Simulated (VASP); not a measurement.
# La (I4_1/amd) in VASP: notebook

Runs on La. Level: LDA. Tasks: relaxation of cell and atoms.

All numbers are computed with VASP 6.6.1; they aren't measurements. Logs are shortened: lines on timing, memory, paths and dates and some standing lists are left out, and cuts for length are marked.

## Step 1: The cell of the first run

The structure is tetragonal, space group I4_1/amd (No. 141). The conventional cell has a = 4.711 Å, b = 4.711 Å, c = 2.591 Å, α = 90.00°, β = 90.00°, γ = 90.00°. Within 3.2 Å of La (site symmetry -4m2) lie 10 La at 2.44 to 3.05 Å.

## Step 2: Relaxation of cell and atoms, LDA, target pressure 170 GPa, at which the enthalpy is minimised

INCAR

```
SYSTEM = La
PREC = Accurate
ENCUT = 600
EDIFF = 1E-6
ISMEAR = -1
SIGMA = 0.08
LREAL = .FALSE.
LASPH = .TRUE.
NELM = 100
ALGO = Normal
ISIF = 3
LWAVE = .FALSE.
LCHARG = .FALSE.
GGA = CA
IBRION = 2
NSW = 60
EDIFFG = -0.005
PSTRESS = 1700.0
```

KPOINTS

```
regular mesh
0
G
  17 17 17
  0 0 0
```

POSCAR

```
La
1.0
   -2.3554065356      2.3554065356      1.2954735946
    2.3554065356     -2.3554065356      1.2954735946
    2.3554065356      2.3554065356     -1.2954735946
La
2
Direct
   -0.3750000000     -0.1250000000     -0.2500000000
    0.3750000000      0.1250000000      0.2500000000
```

Potentials or basis: VASP PAW LDA potentials, release 64 (La).

Launch:

```bash
> cat potpaw_LDA.64/La/POTCAR > POTCAR
> mpirun -np 1 vasp_std > vasp.out
```

OUTCAR:

```text
SYSTEM = La
   PREC = Accurate
   ENCUT = 600
   EDIFF = 1E-6
   ISMEAR = -1
   LREAL = .FALSE.
   LASPH = .TRUE.
   NELM = 100
   ISIF = 3
   GGA = CA
   IBRION = 2
   NSW = 60
   EDIFFG = -0.005
   PSTRESS = 1700.0

 ion  position               nearest neighbor table
   1  0.625  0.875  0.750-   2 2.44   2 2.44   2 2.44   2 2.44   2 3.05   2 3.05   2 3.05   2 3.05

   2  0.375  0.125  0.250-   1 2.44   1 2.44   1 2.44   1 2.44   1 3.05   1 3.05   1 3.05   1 3.05

  LATTYP: Found a body centered tetragonal cell.
 ALAT       =     4.7108130712
 C/A-ratio  =     0.5500000000

  Lattice vectors:

 A1 = (  -2.3554065356,   2.3554065356,   1.2954735946)
 A2 = (   2.3554065356,  -2.3554065356,   1.2954735946)
 A3 = (   2.3554065356,   2.3554065356,  -1.2954735946)

Analysis of symmetry for initial positions (statically):
=====================================================================
 Subroutine PRICEL returns:
 Original cell was already a primitive cell.

 Routine SETGRP: Setting up the symmetry group for a
 body centered tetragonal supercell.

 Subroutine GETGRP returns: Found 16 space group operations
 (whereof  4 operations were pure point group operations)
 out of a pool of 16 trial point group operations.

The static configuration has the point symmetry C_2h.
 The point group associated with its full space group is D_4h.

Analysis of symmetry for dynamics (positions and initial velocities):
=====================================================================
 Subroutine PRICEL returns:
 Original cell was already a primitive cell.

 Routine SETGRP: Setting up the symmetry group for a
 body centered tetragonal supercell.

 Subroutine GETGRP returns: Found 16 space group operations
 (whereof  4 operations were pure point group operations)
 out of a pool of 16 trial point group operations.

The dynamic configuration has the point symmetry C_2h.
 The point group associated with its full space group is D_4h.

 Subroutine INISYM returns: Found 16 space group operations
 (whereof  4 operations are pure point group operations),
 and found     1 'primitive' translations

----------------------------------------------------------------------------------------

                                     Primitive cell

  volume of cell :      28.7488

  direct lattice vectors                    reciprocal lattice vectors
    -2.355406536  2.355406536  1.295473595     0.000000000  0.212277580  0.385959237
     2.355406536 -2.355406536  1.295473595     0.212277580  0.000000000  0.385959237
     2.355406536  2.355406536 -1.295473595     0.212277580  0.212277580  0.000000000

  length of vectors
     3.574091735  3.574091735  3.574091735     0.440484170  0.440484170  0.300205833

  position of ions in fractional coordinates (direct lattice)
     0.625000000  0.875000000  0.750000000
     0.375000000  0.125000000  0.250000000

  ion indices of the primitive-cell ions
   primitive index   ion index
                 1           1
                 2           2

----------------------------------------------------------------------------------------

 KPOINTS: regular mesh

Automatic generation of k-mesh.
 Grid dimensions read from file:
 generate k-points for:   17   17   17

 Generating k-lattice:

  Cartesian coordinates                     Fractional coordinates (reciprocal lattice)
     0.000000000  0.012486916  0.022703485     0.058823529  0.000000000 -0.000000000
     0.012486916  0.000000000  0.022703485     0.000000000  0.058823529 -0.000000000
     0.012486916  0.012486916  0.000000000     0.000000000  0.000000000  0.058823529

  Length of vectors
     0.025910834  0.025910834  0.017659167

  Shift w.r.t. Gamma in fractional coordinates (k-lattice)
     0.000000000  0.000000000  0.000000000

 Subroutine IBZKPT returns following result:
 ===========================================

 Found    405 irreducible k-points:

 Following reciprocal coordinates:
            Coordinates               Weight
  0.000000  0.000000  0.000000      1.000000
  0.058824 -0.000000  0.000000      8.000000
  0.117647  0.000000 -0.000000      8.000000
  0.176471  0.000000 -0.000000      8.000000
  0.235294  0.000000 -0.000000      8.000000
  0.294118  0.000000  0.000000      8.000000
[... 16 lines left out ...]
 -0.176471  0.058824  0.000000     16.000000
 -0.117647  0.058824  0.000000     16.000000
 [... further k-points ...]
   k-points           NKPTS =    405   k-points in BZ     NKDIM =    405   number of bands    NBANDS=     15
   number of dos      NEDOS =    301   number of ions     NIONS =      2
   total plane-waves  NPLWV =  27000
   dimension x,y,z NGX =    30 NGY =   30 NGZ =   30
   dimension x,y,z NGXF=    60 NGYF=   60 NGZF=   60
   ions per type =               2
   NGX,Y,Z   is equivalent  to a cutoff of  13.95, 13.95, 13.95 a.u.
   NGXF,Y,Z  is equivalent  to a cutoff of  27.91, 27.91, 27.91 a.u.
 SYSTEM =  La
   PREC   = accura    normal or accurate (medium, high low for compatibility)
   ISTART =      0    job   : 0-new  1-cont  2-samecut
   ICHARG =      2    charge: 1-file 2-atom 10-const
   ISPIN  =      1    spin polarized calculation?
   LNONCOLLINEAR =      F non collinear calculations
   LSORBIT =      F    spin-orbit coupling
   LASPH  =      T    aspherical Exc in radial PAW
   ENCUT  =  600.0 eV  44.10 Ry    6.64 a.u.   7.14  7.14  7.14*2*pi/ulx,y,z
   NELM   =    100;   NELMIN=  2; NELMDL= -5     # of ELM steps
   EDIFF  = 0.1E-05   stopping-criterion for ELM
   LREAL  =      F    real-space projection
   EDIFFG = -.5E-02   stopping-criterion for IOM
   NSW    =     60    number of steps for IOM
   IBRION =      2    ionic relax: 0-MD 1-quasi-New 2-CG
   NFREE  =      1    steps in history (QN), initial steepest desc. (CG)
   ISIF   =      3    stress and relaxation
   ISYM   =      2    0-nonsym 1-usesym 2-fastsym
   POTIM  = 0.5000    time-step for ionic-motion
   TEBEG  =    0.0;   TEEND  =   0.0 temperature during run
   PSTRESS= 1700.0 pullay stress
   NELECT =      22.0000    total number of electrons
   NUPDOWN=      -1.0000    fix difference up-down
   EMIN   =  10.00;   EMAX   =-10.00  energy-range for DOS
   EFERMI =   0.00;   METHOD = LEGACY
   ISMEAR =    -1;   SIGMA  =   0.08  broadening in eV -4-tet -1-fermi 0-gaus
   EFERMI_NEDOS =   21; number of points for ismear=-14 and -15
   IALGO  =     38    algorithm
   IMIX   =      4    mixing-type and parameters
     AMIX     =   0.40;   BMIX     =  1.00
     AMIX_MAG =   1.60;   BMIX_MAG =  1.00
  volume/ion in A,a.u.               =      14.37        97.00
  Fermi-wavevector in a.u.,A,eV,Ry     =   1.497415  2.829705 30.507702  2.242253
  Thomas-Fermi vector in A             =   2.609306
   LORBIT       =      0    0 simple, 1 ext, 2 COOP (PROOUT), +10 PAW based schemes
   GGA     = CA    functional components
   LHFCALC =     F    Hartree Fock is set to
   AEXX    =    0.0000 exact exchange contribution
   IVDW    =     0    specifies the selected vdW correction
   LEPSILON=     F    determine dielectric tensor
   LRPA    =     F    only Hartree local field effects (RPA)
 conjugate gradient relaxation of ions
 non-spin polarized calculation
  energy-cutoff  :      600.00
  volume of cell :       28.75
 maximum number of plane-waves:       976
 NGX is ok and might be reduce to    30
   NGX = 15   NGY = 15   NGZ = 15

--------------------------------------- Ionic step        1  -------------------------------------------

 number of electron      22.0000001 magnetization

 Free energy of the ion-electron system (eV)
  ---------------------------------------------------
  ext. energy  EPLUGINS =         0.00000000
  ---------------------------------------------------
  free energy    TOTEN  =        -1.90297548 eV

  energy without entropy =       -1.86631435  energy(sigma->0) =       -1.88464492

------------------------ aborting loop because EDIFF is reached ----------------------------------------

  FORCE on cell =-STRESS in cart. coord.  units (eV):
  Direction    XX          YY          ZZ          XY          YZ          ZX
  --------------------------------------------------------------------------------------
  -------------------------------------------------------------------------------------
  Total       34.7999883     34.7999883     31.7608500      0.0000000     -0.0000000     -0.0000000
  in kB     1939.4088443   1939.4088443   1770.0371891      0.0000000     -0.0000000     -0.0000000
  external PRESSURE =     182.9516259 kB  Pullay stress =    1700.0000000 kB
[... 93 lines left out ...]
  FREE ENERGIE OF THE ION-ELECTRON SYSTEM (eV)
  ---------------------------------------------------
  free  energy   TOTEN  =        -2.9012799376 eV

  energy  without entropy=       -2.8640923713  energy(sigma->0) =       -2.88268615

  enthalpy is  TOTEN    =        28.5496913637 eV   P V=       31.4509713013

[... ionic steps 4 to 13 ...]

--------------------------------------- Ionic step       14  -------------------------------------------

 number of electron      21.9999999 magnetization

------------------------ aborting loop because EDIFF is reached ----------------------------------------

  FORCE on cell =-STRESS in cart. coord.  units (eV):
  Direction    XX          YY          ZZ          XY          YZ          ZX
  --------------------------------------------------------------------------------------
  -------------------------------------------------------------------------------------
  Total       31.2177613     31.2177613     31.2158596     -0.0000000     -0.0000000      0.0000000
  in kB     1699.3998999   1699.3998999   1699.2963764     -0.0000000     -0.0000000      0.0000000
  external PRESSURE =      -0.6346079 kB  Pullay stress =    1700.0000000 kB
[... 61 lines left out ...]
  enthalpy is  TOTEN    =        28.5437958727 eV   P V=       31.2269983639

--------------------------------------- Ionic step       16  -------------------------------------------

 number of electron      21.9999999 magnetization

 Free energy of the ion-electron system (eV)
  ---------------------------------------------------
  ext. energy  EPLUGINS =         0.00000000
  ---------------------------------------------------
  free energy    TOTEN  =        -2.68193676 eV

  energy without entropy =       -2.64433904  energy(sigma->0) =       -2.66313790

 E-fermi :  20.8029     XC(G=0): -14.0781

 val. band max:       20.7986874235   @ k =  -0.2941   0.3529   0.1176
 cond. band min:      20.8080260693   @ k =  -0.1765   0.2353   0.0588
 fundamental gap:      0.0093386458
 Fermi energy:        20.8029233992

 k-point     1 :       0.0000    0.0000    0.0000
  band No.  band energies     occupation
      1     -15.1631      2.00000
      2      -8.9454      2.00000
      3       0.3753      2.00000
      4       0.3753      2.00000
      5       9.3068      2.00000
      6       9.3068      2.00000
      7       9.4161      2.00000
      8       9.6267      2.00000
      9      13.3810      2.00000
     10      19.0536      2.00000
     11      20.0962      1.99971
     12      20.3442      1.99355
     13      21.7750      0.00001
     14      21.7750      0.00001
     15      21.9232      0.00000
[... 397 lines left out ...]
 k-point    24 :      -0.1176    0.0588    0.0000
  band No.  band energies     occupation
      1     -15.0125      2.00000
      2      -9.1201      2.00000
      3       0.4022      2.00000
      4       0.7416      2.00000
      5       8.2441      2.00000
      6       9.0463      2.00000
      7       9.1902      2.00000
      8       9.5306      2.00000
      9      13.7519      2.00000
     10      19.2605      2.00000
     11      20.3264      1.99483
     12      20.8521      0.70183
     13      20.9391      0.30836
     14      21.1212      0.03673
     15      22.8569      0.00000

 [... further k-points ...]

------------------------ aborting loop because EDIFF is reached ----------------------------------------

  FORCE on cell =-STRESS in cart. coord.  units (eV):
  Direction    XX          YY          ZZ          XY          YZ          ZX
  --------------------------------------------------------------------------------------
  -------------------------------------------------------------------------------------
  Total       31.2202249     31.2202249     31.2251949      0.0000000      0.0000000      0.0000000
  in kB     1699.7001266   1699.7001266   1699.9707039      0.0000000      0.0000000      0.0000000
  external PRESSURE =      -0.2096809 kB  Pullay stress =    1700.0000000 kB
[... 17 lines left out ...]
  FREE ENERGIE OF THE ION-ELECTRON SYSTEM (eV)
  ---------------------------------------------------
  free  energy   TOTEN  =        -2.6819367584 eV

  energy  without entropy=       -2.6443390425  energy(sigma->0) =       -2.66313790

  enthalpy is  TOTEN    =        28.5437962811 eV   P V=       31.2257330395

 reached required accuracy - stopping structural energy minimisation
```

Wall time 14 min (1 thread of Intel Xeon 6975P-C (Granite Rapids), shared host); peak memory 0.39 GiB.

What came out:

```
Free energy                                                : -2.6819 eV
Relaxed volume                                             : 14.71 Å³/atom
Relaxed cell                                               : a = 3.617 Å, b = 3.617 Å, c = 3.617 Å, α = 97.29°, β = 97.29°, γ = 138.26°
Space group after relaxing (to 0.1 Å)                      : I4_1/amd (No. 141)
Energy change on relaxing (the run minimises the enthalpy) : -389.5 meV/atom
Ionic steps                                                : 16
Pressure after relaxing                                    : 170.0 GPa
Band gap on the k mesh                                     : zero (bands 11 and 12 overlap by 3.64 eV)
```

The path:
| step | energy change (eV) | largest force (eV/Å) | pressure (GPa) | volume (Å³) |
| --- | --- | --- | --- | --- |
| 1 | 0.0000 | 0.0000 | 188.30 | 28.75 |
| 2 | -5.3174 | 0.0000 | 69.99 | 36.08 |
| 3 | -0.9983 | 0.0000 | 166.20 | 29.64 |
| 4 | -0.8914 | 0.0000 | 168.54 | 29.54 |
| 5 | -0.5996 | 0.0000 | 172.57 | 29.27 |
| 6 | -0.7763 | 0.0000 | 170.08 | 29.43 |
| 7 | -0.7738 | 0.0000 | 170.10 | 29.42 |
| 8 | -0.8021 | 0.0000 | 169.48 | 29.45 |
| 9 | -0.7781 | 0.0000 | 170.01 | 29.43 |
| 10 | -0.7776 | 0.0000 | 170.04 | 29.43 |
| 11 | -0.7778 | 0.0000 | 170.02 | 29.43 |
| 12 | -0.7777 | 0.0000 | 170.03 | 29.43 |
| 13 | -0.7849 | 0.0000 | 169.91 | 29.43 |
| 14 | -0.7820 | 0.0000 | 169.94 | 29.43 |
| 15 | -0.7802 | 0.0000 | 169.94 | 29.43 |
| 16 | -0.7790 | 0.0000 | 169.98 | 29.43 |

Final structure:
```cif
data_structure
_symmetry_space_group_name_H-M 'P 1'
_symmetry_Int_Tables_number 1
_cell_length_a 3.6166
_cell_length_b 3.6166
_cell_length_c 3.6166
_cell_angle_alpha 97.293
_cell_angle_beta 97.293
_cell_angle_gamma 138.255
_cell_volume 29.43
loop_
_atom_site_label
_atom_site_type_symbol
_atom_site_fract_x
_atom_site_fract_y
_atom_site_fract_z
_atom_site_occupancy
La1 La 0.62500 0.87500 0.75000 1
La2 La 0.37500 0.12500 0.25000 1
```

Levels at points of the mesh, in eV from the Fermi level:
```tsv
k point	band 9	band 10	band 11	band 12	band 13	band 14
(0.00, 0.00, 0.00)	-7.42	-1.75	-0.71	-0.46	0.97	0.97
```

Caveat: the cell is relaxed towards a set pressure, so the run minimises the enthalpy, not the energy; spin-orbit coupling is left out, which moves the levels of the heavy elements.

## Step 3: Relaxation of cell and atoms, LDA, target pressure 170 GPa, at which the enthalpy is minimised

This run uses another cell than the first one, of 14.72 Å³/atom.

INCAR

```
SYSTEM = La
  PREC = Accurate
  ENCUT = 600
  EDIFF = 1E-6
  ISMEAR = -1
  SIGMA = 0.08
  LREAL = .FALSE.
  LASPH = .TRUE.
  NELM = 80
  ALGO = Normal
  ISIF = 3
  LWAVE = .FALSE.
  LCHARG = .FALSE.
  GGA = CA
  IBRION = 2
  NSW = 32
  EDIFFG = -0.005
  PSTRESS = 1700.0
```

KPOINTS is that of step 2.

POSCAR

```
La
1.0
   -2.3895832603      2.3895832603      1.2892857145
    2.3895832603     -2.3895832603      1.2892857145
    2.3895832603      2.3895832603     -1.2892857145
La
2
Direct
   -0.3750000000     -0.1250000000     -0.2500000000
    0.3750000000      0.1250000000      0.2500000000
```

Potentials or basis: VASP PAW LDA potentials, release 64 (La).

Launch:

```bash
> cat potpaw_LDA.64/La/POTCAR > POTCAR
> mpirun -np 1 vasp_std > vasp.out
```

It took 6.2 min on 1 thread of Intel Xeon 6975P-C (Granite Rapids), shared host; peak memory 0.38 GiB.

The run converged. Its results:

```
Free energy                                                : -2.6828 eV
Relaxed volume                                             : 14.71 Å³/atom
Relaxed cell                                               : a = 3.617 Å, b = 3.617 Å, c = 3.617 Å, α = 97.29°, β = 97.29°, γ = 138.25°
Space group after relaxing (to 0.1 Å)                      : I4_1/amd (No. 141)
Energy change on relaxing (the run minimises the enthalpy) : +9.7 meV/atom
Ionic steps                                                : 5
Pressure after relaxing                                    : 170.0 GPa
Band gap on the k mesh                                     : zero (bands 11 and 12 overlap by 3.64 eV)
```

The path:
| step | energy change (eV) | largest force (eV/Å) | pressure (GPa) | volume (Å³) |
| --- | --- | --- | --- | --- |
| 1 | 0.0000 | 0.0000 | 169.62 | 29.45 |
| 2 | 0.1569 | 0.0000 | 172.92 | 29.30 |
| 3 | 0.0187 | 0.0000 | 170.02 | 29.43 |
| 4 | 0.0201 | 0.0000 | 169.98 | 29.43 |
| 5 | 0.0193 | 0.0000 | 170.00 | 29.43 |

Final structure:
```xyz
2
Lattice="-2.3894 2.3894 1.2887 2.3894 -2.3894 1.2887 2.3894 2.3894 -1.2887" Properties=species:S:1:pos:R:3 pbc="T T T"
La    2.3894    1.1947    0.9665
La    0.0000    1.1947    0.3222
```

Levels at points of the mesh, in eV from the Fermi level:
```tsv
k point	band 9	band 10	band 11	band 12	band 13	band 14
(0.00, 0.00, 0.00)	-7.42	-1.75	-0.71	-0.46	0.97	0.97
```

Caveat: the cell is relaxed towards a set pressure, so the run minimises the enthalpy, not the energy; spin-orbit coupling is left out, which moves the levels of the heavy elements.
